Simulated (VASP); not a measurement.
Write the native input for VASP 6.6.1 that does the following.

```
Task                   : single point
Functional             : PBEsol
Potentials or basis    : VASP PAW PBE potentials, release 64 (Al, P, Si, H)
Cutoff                 : 520 eV
k mesh                 : 2 × 2 × 2, shifted
Occupations            : gaussian, width 0.05 eV
Spin                   : no spin polarisation
Dipole correction      : no
Further INCAR settings : LREAL = Auto; ALGO = Normal; EDIFF = 1e-06; NBANDS = 46
```

The structure of Al8SiP7H (a cell with a defect) lies in POSCAR:

```
Al8SiP7H
1.0
    0.0000000000      5.4700000000      5.4700000000
    5.4700000000      0.0000000000      5.4700000000
    5.4700000000      5.4700000000      0.0000000000
Al P Si H
8 7 1 1
Direct
    0.0036300000      0.0016840000      0.9948550000
    0.5000680000      0.5036250000      0.5005050000
    0.9902910000      0.0096810000      0.5029990000
    0.4886430000      0.4894960000      0.0346770000
    0.0052600000      0.4990570000      0.9974640000
    0.5071360000      0.9960570000      0.4990470000
    0.5003400000      0.9967940000      0.0029820000
    0.9971890000      0.4989270000      0.5009280000
    0.1300090000      0.1254440000      0.1205860000
    0.1219780000      0.1220360000      0.6267980000
    0.6220660000      0.6270070000      0.1254410000
    0.1177740000      0.6212390000      0.1340020000
    0.6277370000      0.1252500000      0.6232120000
    0.6196810000      0.1241080000      0.1309470000
    0.1254600000      0.6244790000      0.6238670000
    0.6325760000      0.6393770000      0.5879720000
    0.5570500000      0.5670740000      0.8138780000
```

These files were run (other wordings do the same):

INCAR

```
SYSTEM = Al8SiP7H
ALGO = Normal ; EDIFF = 1E-6
ENCUT = 520 ; GGA = PS
ISIF = 2 ; ISMEAR = 0
LASPH = .TRUE. ; LCHARG = .FALSE.
LREAL = Auto ; LWAVE = .FALSE.
NBANDS = 46 ; NELM = 60
PREC = Accurate ; SIGMA = 0.05
```

KPOINTS

```
Automatic mesh
0
Gamma
  2 2 2
  0.5 0.5 0.5
```

Potentials or basis: VASP PAW PBE potentials, release 64 (Al, P, Si, H).

The run is started by

```bash
$ cat potpaw_PBE.64/Al/POTCAR potpaw_PBE.64/P/POTCAR potpaw_PBE.64/Si/POTCAR potpaw_PBE.64/H/POTCAR > POTCAR
$ mpirun -np 1 vasp_std > vasp.out
```

Results of the run:

The pressure is 4.5 GPa and the largest force is 4.141 eV/Å. The band gap on the k mesh is 1.49 eV.

Caveat: the PAW data sets were made with another functional, which shifts forces and pressure a little.

Run time: 5.1 min on 1 thread of Intel(R) Xeon(R) Platinum 8259CL CPU @ 2.50GHz (Skylake/Cascade Lake), with other jobs on the host, peak memory 0.56 GiB.
